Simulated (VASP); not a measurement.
The system is Pd.

```
Pd
1.0
     0.00000    2.70823    2.70823
     2.70823    0.00000    2.70823
     2.70823    2.70823    0.00000
Pd
2
Direct
  0.12500 0.12500 0.12500
  0.87500 0.87500 0.87500
```

This isn't the form of Pd at room conditions, which is fcc.

```yaml
Program: VASP 6.6.1
Task: relaxation of cell and atoms
Functional: r2SCAN
Potentials_or_basis: VASP PAW PBE potentials, release 64 (Pd)
Cutoff: 600 eV
k_mesh: 10 × 10 × 10
Occupations: fermi-dirac, width 0.1 eV
Spin: no spin polarisation
```

At the start: pressure 21.2 GPa; volume 19.86 Å³/atom.

Task: How do energy, volume and symmetry change on relaxing?

Result: Over 4 steps the energy falls by 206.1 meV/atom and the volume is 23.63 Å³/atom (+19.0 %); space group Fd-3m (No. 227, to 0.1 Å) before and after.

Step by step:
```tsv
step	energy change (eV)	largest force (eV/Å)	pressure (GPa)	volume (Å³)
1	0.0000	0.0000	21.16	39.73
2	-0.0983	0.0000	-8.55	56.80
3	-0.4121	0.0000	-0.29	47.42
4	-0.4123	0.0000	-0.02	47.26
```

Final structure:
```xyz
2
Lattice="0.0000 2.8695 2.8695 2.8695 0.0000 2.8695 2.8695 2.8695 0.0000" Properties=species:S:1:pos:R:3 pbc="T T T"
Pd    0.7174    0.7174    0.7174
Pd    5.0217    5.0217    5.0217
```

Caveat: the volume moved by over 15 % at a fixed basis, so the end points are rough; the PAW data sets were made with another functional, which shifts forces and pressure a little.
